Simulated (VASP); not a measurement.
Wanted: the native input for a VASP 6.6.1 run.

| Quantity | Value |
| --- | --- |
| Task | relaxation of cell and atoms |
| Functional | PBEsol |
| Potentials or basis | VASP PAW PBE potentials, release 64 (Co, O) |
| Cutoff | 600 eV |
| k mesh | 12 × 12 × 12 |
| Occupations | fermi-dirac, width 0.05 eV |
| Spin | collinear spin, ferromagnetic start |
| Starting moments | [2.0, 0.0] μB |
| Dipole correction | no |
| Further INCAR settings | ALGO = Normal; EDIFF = 1e-06; IBRION = 2; EDIFFG = -0.005; NSW = 80; ISIF = 3 |

The structure of CoO lies in POSCAR:

```
CoO
1.0
   -1.5080000000      1.5080000000      2.1072475377
    1.5080000000     -1.5080000000      2.1072475377
    1.5080000000      1.5080000000     -2.1072475377
Co O
1 1
Direct
    0.0000000000      0.0000000000      0.0000000000
    0.5000000000      0.5000000000      0.0000000000
```

The input as run:

INCAR

```
SYSTEM = CoO
PREC = Accurate
ENCUT = 600
EDIFF = 1E-6
ISMEAR = -1
SIGMA = 0.05
LREAL = .FALSE.
LASPH = .TRUE.
NELM = 150
ALGO = Normal
ISIF = 3
LWAVE = .FALSE.
LCHARG = .FALSE.
ISPIN = 2
MAGMOM = 2 0
LORBIT = 11
LMAXMIX = 4
GGA = PS
IBRION = 2
NSW = 80
EDIFFG = -0.005
```

KPOINTS

```
Automatic mesh
0
G
  12 12 12
  0 0 0
```

Potentials or basis: VASP PAW PBE potentials, release 64 (Co, O).

The run is started by

```console
$ cat potpaw_PBE.64/Co/POTCAR potpaw_PBE.64/O/POTCAR > POTCAR
$ mpirun -np 1 vasp_std > vasp.out
```

Results of the run:

```json
{"Relaxed volume": "8.98 Å³/atom", "Relaxed cell": "a = 2.939 Å, b = 2.939 Å, c = 2.939 Å, α = 120.01°, β = 120.01°, γ = 89.99°", "Space group after relaxing (to 0.1 Å)": "Fm-3m (No. 225)", "Energy gained by relaxing": "18.6 meV/atom", "Ionic steps": "8", "Pressure after relaxing": "0.0 GPa", "Net moment": "2.64 μB per cell", "Site moments": "Co +2.35; O +0.25 μB", "Valence electrons inside the program's atomic spheres": "Co 7.95; O 4.98"}
```

Caveat: the PAW data sets were made with another functional, which shifts forces and pressure a little; a cell with one magnetic atom can't hold antiferromagnetic order, which such compounds often take.

Wall time 2.5 min on 1 thread of Intel(R) Xeon(R) 6975P-C (Granite Rapids), on a shared host, peak memory 0.22 GiB.
